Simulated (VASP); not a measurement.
Crystal: AlBiO4.

```
Al Bi O
1.0
     0.00000    3.42401    3.42401
     3.42401    0.00000    3.42401
     3.42401    3.42401    0.00000
Al Bi O
1 1 4
Direct
  0.00000 0.00000 0.00000
  0.75000 0.75000 0.75000
  0.87292 0.37569 0.37569
  0.37569 0.37569 0.37569
  0.37569 0.87292 0.37569
  0.37569 0.37569 0.87292
```

| Item | Value |
| --- | --- |
| Program | VASP 6.6.1 |
| Task | relaxation of cell and atoms |
| Functional | PBE |
| Potentials or basis | VASP PAW PBE potentials, release 64 (Al, Bi_d, O) |
| Cutoff | 600 eV |
| k mesh | 4 × 4 × 4 |
| Occupations | gaussian, width 0.1 eV |
| Spin | no spin polarisation |

At the start: pressure -9.4 GPa; volume 13.38 Å³/atom.

Task: Where does the relaxation end?

Result: Over 7 steps the energy falls by 58.3 meV/atom and the volume is 12.02 Å³/atom (-10.2 %); space group F-43m (No. 216, to 0.05 Å).

Step by step:
```tsv
step	energy change (eV)	largest force (eV/Å)	pressure (GPa)	volume (Å³)
1	0.0000	0.5067	-9.45	80.28
2	-0.3194	0.4301	0.82	71.46
3	-0.3194	0.4299	0.82	71.46
4	-0.3456	0.1458	0.65	71.55
5	-0.3490	0.0088	0.62	71.60
6	-0.3490	0.0006	0.62	71.60
7	-0.3496	0.0107	-0.22	72.12
```

Final structure:
```
Al Bi O
1.0
     0.00000    3.30381    3.30381
     3.30381    0.00000    3.30381
     3.30381    3.30381    0.00000
Al Bi O
1 1 4
Direct
  0.00000 0.00000 0.00000
  0.75000 0.75000 0.75000
  0.88779 0.37074 0.37074
  0.37074 0.37074 0.37074
  0.37074 0.88779 0.37074
  0.37074 0.37074 0.88779
```

Caveat: the k points lie up to 0.41 Å⁻¹ apart in the final cell.
